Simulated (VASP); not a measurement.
Write the native input for VASP 6.6.1 that does the following.

* Task: single point
* Functional: PBE
* Potentials or basis: VASP PAW PBE potentials, release 64 (Hf_pv)
* Cutoff: 500 eV
* k mesh: 2 × 2 × 2
* Occupations: fermi-dirac, width 0.1 eV
* Spin: no spin polarisation
* Dipole correction: no
* Further INCAR settings: ALGO = Normal; EDIFF = 1e-06; NBANDS = 28

The structure of Hf lies in POSCAR:

```
Hf
1.0
    4.4858275400      0.0000000000      0.0000000000
    0.0000000000      4.4858275400      0.0000000000
    0.0000000000      0.0000000000      4.4858275400
Hf
4
Direct
    0.5000000000      0.5000000000      0.0000000000
    0.0000000000      0.0000000000      0.0000000000
    0.5000000000      0.0000000000      0.5000000000
    0.0000000000      0.5000000000      0.5000000000
```

These files were run (other wordings do the same):

INCAR

```
PREC = Accurate ; ENCUT = 500
EDIFF = 1E-6 ; ISMEAR = -1
SIGMA = 0.1 ; LREAL = False
LASPH = True ; NELM = 120
ALGO = Normal ; ISIF = 2
LWAVE = False ; LCHARG = True
GGA = PE ; LELF = True
LVHAR = True ; NBANDS = 28
GGA_COMPAT = False
```

KPOINTS

```
Automatic mesh
0
Gamma
  2 2 2
```

Potentials or basis: VASP PAW PBE potentials, release 64 (Hf_pv).

Launch:

```bash
$ cat potpaw_PBE.64/Hf_pv/POTCAR > POTCAR
$ mpirun -np 1 vasp_std > vasp.out
```

It gave:

```yaml
Pressure: 2.2 GPa
Band_gap_on_the_k_mesh: zero (band 20 reaches 6.18 eV, above the bottom of band 21 at 4.38 eV)
```

Caveat: the k points lie up to 0.70 Å⁻¹ apart; spin-orbit coupling is left out, which moves the levels of the heavy elements.

Run time: 25 s on 1 thread of Intel(R) Xeon(R) Platinum 8259CL CPU @ 2.50GHz (Skylake/Cascade Lake), on a shared host, peak memory 0.2 GiB.
